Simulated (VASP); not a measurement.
Here is a VASP 6.6.1 calculation.

Contents of INCAR:

```
SYSTEM = Sn4CO5
PREC = Accurate
ENCUT = 520
EDIFF = 1E-6
ISMEAR = 0
SIGMA = 0.1
LREAL = .FALSE.
LASPH = .TRUE.
NELM = 120
ALGO = Normal
ISIF = 2
LWAVE = .FALSE.
LCHARG = .FALSE.
LDIPOL = .TRUE.
IDIPOL = 3
DIPOL = 0.5 0.5 0.323
GGA = PE
IVDW = 12
NBANDS = 56
GGA_COMPAT = .FALSE.
NELMDL = -8
```

Contents of KPOINTS:

```
regular mesh
0
G
  7 5 1
  0 0 0
```

File POSCAR:

```
Sn4CO5
1.0
    3.8363720854      0.0000000000      0.0000000000
    0.0000000000      6.1139355937      0.0000000000
    0.0000000000      0.0000000000     23.2716647157
O Sn C
5 4 1
Direct
    0.0000000000      0.3937311051      0.1718828476
    0.5000000000      0.5905966576      0.2360622870
    0.0000000000      0.7891442786      0.2999263603
    0.5000000000      0.9914786678      0.3618849282
    0.7500000000      1.2414786678      0.5208765623
    0.5000000000      0.2462583311      0.2031056929
    0.0000000000      0.7380694316      0.2048394417
    0.5000000000      0.6484830883      0.3341121374
    0.0000000000      0.1189669940      0.3308043554
    0.7500000000      1.2414786678      0.5702928810
```

Potentials or basis: VASP PAW PBE potentials, release 64 (O, Sn_d, C).

Launch:

```bash
$ cat potpaw_PBE.64/O/POTCAR potpaw_PBE.64/Sn_d/POTCAR potpaw_PBE.64/C/POTCAR > POTCAR
$ mpirun -np 1 vasp_std > vasp.out
```

Task: What does it give for the band gap on the k mesh?

Result: 0.90 eV (least direct gap 0.95 eV).

Task: What does it give for the largest force?

Result: 1.265 eV/Å.

Task: What does it give for the dispersion energy per atom?

Result: -0.127 eV.

Forces on the atoms (eV/Å):
```
O    0.000 -0.331  0.308
O    0.000 -0.246  0.378
O   -0.001 -0.012 -0.002
O   -0.002 -0.007  0.029
O    0.006  0.006  0.706
Sn   0.000  1.261 -0.110
Sn   0.000 -0.680 -0.632
Sn   0.000 -0.077  0.056
Sn  -0.002  0.091  0.008
C   -0.002 -0.004 -0.740
```

Caveat: spin-orbit coupling is left out, which moves the levels of the heavy elements.
